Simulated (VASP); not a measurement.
Write the native input for VASP 6.6.1 that does the following.

* Task: single point
* Functional: PBEsol
* Potentials or basis: VASP PAW PBE potentials, release 64 (Si)
* Cutoff: 520 eV
* k mesh: 10 × 10 × 10
* Occupations: gaussian, width 0.03 eV
* Spin: no spin polarisation
* Dipole correction: no
* Further INCAR settings: ALGO = Normal; EDIFF = 1e-06; NBANDS = 16

The structure of Si lies in POSCAR:

```
Si
1.0
   -3.1449491516      3.1449491516      1.9186812134
    3.1449491516     -3.1449491516      1.9186812134
    2.8349890229      2.8349890229     -1.9186812134
Si
4
Direct
    0.1787304307      0.1787304307      0.3574608614
    0.8212695693      0.8212695693      0.6425391386
    0.1787304307      0.8212695693      0.0000000000
    0.8212695693      0.1787304307      0.0000000000
```

These files were run (other wordings do the same):

INCAR

```
SYSTEM = Si
PREC     = Accurate       ! precision mode
ENCUT    = 520            ! plane-wave cutoff, eV
EDIFF    = 1E-6           ! SCF threshold, eV
ISMEAR   = 0              ! smearing method
SIGMA    = 0.03           ! smearing width, eV
LREAL    = .FALSE.        ! projectors in reciprocal space
LASPH    = .TRUE.         ! aspherical terms in the spheres
NELM     = 100            ! most SCF steps
ALGO     = Normal         ! electronic algorithm
ISIF     = 2              ! what is computed and relaxed
LWAVE    = .FALSE.        ! write WAVECAR
LCHARG   = .FALSE.        ! write CHGCAR
GGA      = PS             ! functional
NBANDS   = 16             ! bands
```

KPOINTS

```
Automatic mesh
0
G
  10 10 10
  0 0 0
```

Potentials or basis: VASP PAW PBE potentials, release 64 (Si).

Launch:

```sh
$ cat potpaw_PBE.64/Si/POTCAR > POTCAR
$ mpirun -np 1 vasp_std > vasp.out
```

It gave:

The pressure is 27.8 GPa, the largest force is 3.756 eV/Å and the band gap on the k mesh is zero (bands 8 and 9 overlap by 0.66 eV).

Caveat: the stress differs along the axes, from 11 to 36 GPa; semilocal functionals underestimate gaps, and a narrow one can read as zero; the PAW data sets were made with another functional, which shifts forces and pressure a little.

Run time: 2.3 min on 1 thread of AMD EPYC 9R45 96-Core Processor (Zen 5) (shared host), peak memory 0.25 GiB.
